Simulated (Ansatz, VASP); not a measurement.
# Ta3N in VASP and in Ansatz

Contents of INCAR:

```
PREC = Accurate ; ENCUT = 520
EDIFF = 1E-6 ; ISMEAR = 0
SIGMA = 0.15 ; LREAL = False
LASPH = True ; NELM = 80
ALGO = Normal ; ISIF = 2
LWAVE = False ; LCHARG = False
GGA = PE ; NBANDS = 27
```

File KPOINTS:

```
Automatic mesh
0
Gamma
  18 18 6
```

File POSCAR:

```
Ta3N
1.0
    3.0217748255      0.0000000000      0.0000000000
   -1.5108874128      2.6169337634      0.0000000000
    0.0000000000      0.0000000000      7.5575881873
Ta N
3 1
Direct
    0.1103234041      0.0551617021      0.5540151570
    0.4436567375      0.7218283687      0.2276102117
    0.7769900708      0.3884950354      0.8804201023
    0.0000000000      0.0000000000      0.0000000000
```

Input for Ansatz:

```yaml
crystal:
  lattice:
    - [3.0217748255, 0.0, 0.0]
    - [-1.5108874128, 2.6169337634, 0.0]
    - [0.0, 0.0, 7.5575881873]
  atoms:
    - { symbol: Ta, position: [0.1103234041, 0.0551617021, 0.554015157] }
    - { symbol: Ta, position: [0.4436567375, 0.7218283687, 0.2276102117] }
    - { symbol: Ta, position: [0.7769900708, 0.3884950354, 0.8804201023] }
    - { symbol: "N", position: [0.0, 0.0, 0.0] }
basis:
  ecutwfc: 420
kpoints:
  mp_grid: { grid: [18, 18, 6] }
hamiltonian:
  xc: pbe
scf:
  occupations: { method: gaussian, width: 0.15 }
output:
  forces: true
  stress: true
  eigenvalues: true
  write_density: true
  write_potential: true
  elf: true
  volumetric_format: npy
```

Change from the starting cell: all Ta atoms moved -0.500 Å, as atom 1 towards its neighbour atom 2 (Ta) at 3.021 Å.

Alike in both runs: task single point; functional PBE; k mesh 18 × 18 × 6; occupations gaussian, width 0.15 eV; no spin polarisation.

|  | VASP | Ansatz |
| --- | --- | --- |
| version | VASP 6.6.1 | Ansatz 0.2.0 |
| potentials or method | VASP PAW PBE potentials, release 64 (Ta_pv, N), cutoff 520 eV | scalar-relativistic, plane waves, PAW |
| valence electrons in the cell | 38 | 44 |

|  | VASP | Ansatz | Ansatz less VASP |
| --- | --- | --- | --- |
| gap on the k mesh at the Fermi level (eV) | none | none | - |
| pressure (GPa) | 16.5 | 15.9 | -0.63 |
| traceless stress, the component that is largest in VASP (GPa) | -10.14 | -9.86 | +0.279 |
| rms of the force components (eV/Å) | 2.785 | 2.724 | -0.0610 |

Atom by atom the forces differ by 0.064 eV/Å (rms over components). A gap of «none» marks a metal or a gap that the smearing closes. The functional is the same, so the differences come from potentials, cutoffs and numerics. VASP's potentials hold 38 valence electrons a cell and Ansatz's 44, so a difference there can come from the potentials and not from the codes.

Neither program's run includes spin-orbit coupling.
